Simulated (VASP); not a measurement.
The system is MnS.

```
CELL_PARAMETERS angstrom
1.83000 1.05655 2.97092
-1.83000 1.05655 2.97092
0.00000 -2.11310 2.97092
ATOMIC_POSITIONS crystal
Mn 0.00000 0.00000 0.00000
S 0.50000 0.50000 0.50000
```

Base run:

```yaml
Program: VASP 6.6.1
Functional: LDA
Potentials_or_basis: VASP PAW LDA potentials, release 64 (Mn_pv, S)
Cutoff: 520 eV
k_mesh: 9 × 9 × 9
Occupations: fermi-dirac, width 0.05 eV
Spin: collinear spin, ferromagnetic start
Starting_moments: "[4.0, 0.0] μB"
Hubbard_terms: Mn d U = 3.0 eV
```

Its results: net moment 4.96 μB per cell; site moments Mn +4.49; S +0.12 μB.

Q: The run is repeated on the same cell with these changes: hubbard terms from Mn d U = 3.0 eV to Mn d U = 1.0 eV; further incar settings from ALGO = Normal; EDIFF = 1e-07; NBANDS = 20 to ALGO = Normal; EDIFF = 1e-06; NBANDS = 20. What comes out?

A: Net moment 4.71 μB per cell; site moments Mn +4.25; S +0.11 μB.

Caveats: a cell with one magnetic atom can't hold antiferromagnetic order, which such compounds often take; the cell stands under tension (at least some runs).
